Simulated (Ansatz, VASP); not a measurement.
This is a calculation of BN for VASP 6.6.1.

POSCAR

```
BN
1.0
    2.5246509505      0.0000000000      0.0000000000
   -1.2549673680      2.1906435874      0.0000000000
   -0.6348417913     -1.0953217937      3.0425574046
N B
1 1
Direct
    0.6685060000      0.3323850000      0.9849990000
    0.9796430000      0.9834990000      0.0018060000
```

INCAR.step1

```
SYSTEM = BN
PREC = Accurate
ENCUT = 520
ISMEAR = -1
SIGMA = 0.05
LREAL = .FALSE.
LASPH = .TRUE.
NELM = 80
NBANDS = 11
GGA = PE
ALGO = Normal
EDIFF = 1E-4
LWAVE = .TRUE.
LCHARG = .FALSE.
```

File INCAR.step2:

```
SYSTEM = BN
PREC = Accurate
ENCUT = 520
EDIFF = 1E-6
ISMEAR = -1
SIGMA = 0.05
LREAL = .FALSE.
LASPH = .TRUE.
NELM = 80
ALGO = Normal
ISIF = 2
LWAVE = .FALSE.
LCHARG = .FALSE.
METAGGA = R2SCAN
LMIXTAU = .TRUE.
NBANDS = 11
ISTART = 1
```

KPOINTS

```
regular mesh
0
G
  13 13 9
  0 0 0
```

Potentials or basis: VASP PAW PBE potentials, release 64 (N, B).

Run with:

```bash
$ cat potpaw_PBE.64/N/POTCAR potpaw_PBE.64/B/POTCAR > POTCAR
$ cp INCAR.step1 INCAR
$ mpirun -np 1 vasp_std > vasp.out
$ cp INCAR.step2 INCAR
$ mpirun -np 1 vasp_std > vasp.out
```

Translate it to Ansatz 0.2.0. Potentials there: Ansatz PAW.

As run (the cutoff follows the program's own potentials):

File input.yaml:

```yaml
crystal:
  lattice:
    - [2.5246509505, 0.0, 0.0]
    - [-1.254967368, 2.1906435874, 0.0]
    - [-0.6348417913, -1.0953217937, 3.0425574046]
  atoms:
    - { symbol: "N", position: [0.668506, 0.332385, 0.984999] }
    - { symbol: B, position: [0.979643, 0.983499, 0.001806] }
hamiltonian:
  xc: r2scan
  pseudopotentials: { kind: paw }
kpoints:
  mp_grid: { grid: [13, 13, 9] }
scf:
  occupations: { method: fermi_dirac, width: 0.05 }
output:
  forces: true
  stress: true
  eigenvalues: true
```

Potentials or basis: Ansatz PAW.

Run with:

```sh
$ ansatz run input.yaml --threads 1 --pin off --max-ram 3584MiB --backend cpu --events-out ev --progress --plain --runs-dir out
```

Both were run:

|  | VASP | Ansatz | Ansatz less VASP |
| --- | --- | --- | --- |
| gap on the k mesh at the Fermi level (eV) | 3.33 | 3.30 | -0.024 |
| least direct gap on the mesh (eV) | 5.17 | 5.11 | -0.054 |
| pressure (GPa) | -4.1 | -4.5 | -0.39 |
| traceless stress, the component that is largest in VASP (GPa) | 9.68 | 10.33 | +0.655 |
| rms of the force components (eV/Å) | 1.507 | 1.515 | +0.0080 |

VASP's potentials were made for PBE, not for r2SCAN. Atom by atom the forces differ by 0.008 eV/Å (rms over components). With one functional, cell and mesh, what is left measures potentials, basis and numerics.

Noted on Ansatz's run: odd divisions of the mesh miss points on the zone boundary, where band edges often lie, so the gap on the mesh can be too wide.
